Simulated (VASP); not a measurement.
Here is a VASP 6.6.1 calculation.

Contents of INCAR:

```
PREC = Accurate ; ENCUT = 600
EDIFF = 1E-6 ; ISMEAR = 0
SIGMA = 0.1 ; LREAL = False
LASPH = True ; NELM = 120
ALGO = Normal ; ISIF = 2
LWAVE = False ; LCHARG = False
GGA = LIBXC ; LIBXC1 = GGA_X_PBE_R
LIBXC2 = LDA_C_PW ; NBANDS = 11
GGA_COMPAT = False
```

Contents of KPOINTS:

```
Automatic mesh
0
Gamma
  13 13 13
```

POSCAR

```
C
1.0
    0.0000000000      1.7833700000      1.7833700000
    1.7833700000      0.0000000000      1.7833700000
    1.7833700000      1.7833700000      0.0000000000
C
2
Direct
    0.7500000000      0.7500000000      0.7500000000
    0.5000000000      0.5000000000      0.5000000000
```

Potentials or basis: VASP PAW PBE potentials, release 64 (C).

Command:

```sh
$ cat potpaw_PBE.64/C/POTCAR > POTCAR
$ mpirun -np 1 vasp_std > vasp.out
```

Problem. Estimate the pressure.

Solution. 17.5 GPa.

Problem. What does it give for the band gap on the k mesh?

Solution. 4.59 eV (least direct gap 5.77 eV).

Caveat: the cell stands under pressure; the PAW data sets were made with another functional, which shifts forces and pressure a little; an odd mesh through Γ misses points on the zone boundary, where band edges can lie.
